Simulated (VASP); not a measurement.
A run of VASP 6.6.1 is set up as follows.

File INCAR:

```
SYSTEM = Sn2I
  PREC = Accurate
  ENCUT = 520
  EDIFF = 1E-6
  ISMEAR = 0
  SIGMA = 0.1
  LREAL = .FALSE.
  LASPH = .TRUE.
  NELM = 80
  ALGO = Normal
  ISIF = 2
  LWAVE = .FALSE.
  LCHARG = .FALSE.
  GGA = PE
  NBANDS = 44
```

The input KPOINTS:

```
Automatic mesh
0
G
  6 6 10
  0 0 0
```

Contents of POSCAR:

```
Sn2I
1.0
    8.4192823045      0.0000000000      0.0000000000
    0.0000000000      8.4192823045      0.0000000000
    0.0000000000      0.0000000000      3.4540842885
Sn I
4 2
Direct
    0.2554174903      0.2554174903      0.0000000000
    0.2445825097      0.7554174903      0.5000000000
    0.7445825097      0.7445825097      0.0000000000
    0.7554174903      0.2445825097      0.5000000000
    0.0000000000      0.0000000000      0.0000000000
    0.5000000000      0.5000000000      0.5000000000
```

Potentials or basis: VASP PAW PBE potentials, release 64 (Sn_d, I).

The run is started by

```sh
$ cat potpaw_PBE.64/Sn_d/POTCAR potpaw_PBE.64/I/POTCAR > POTCAR
$ mpirun -np 1 vasp_std > vasp.out
```

**Question.** Estimate the pressure.

**Answer.** 0.0 GPa.

**Question.** Estimate the band gap on the k mesh.

**Answer.** Zero (bands 35 and 36 overlap by 1.96 eV).

Caveat: spin-orbit coupling is left out, which moves the levels of the heavy elements.
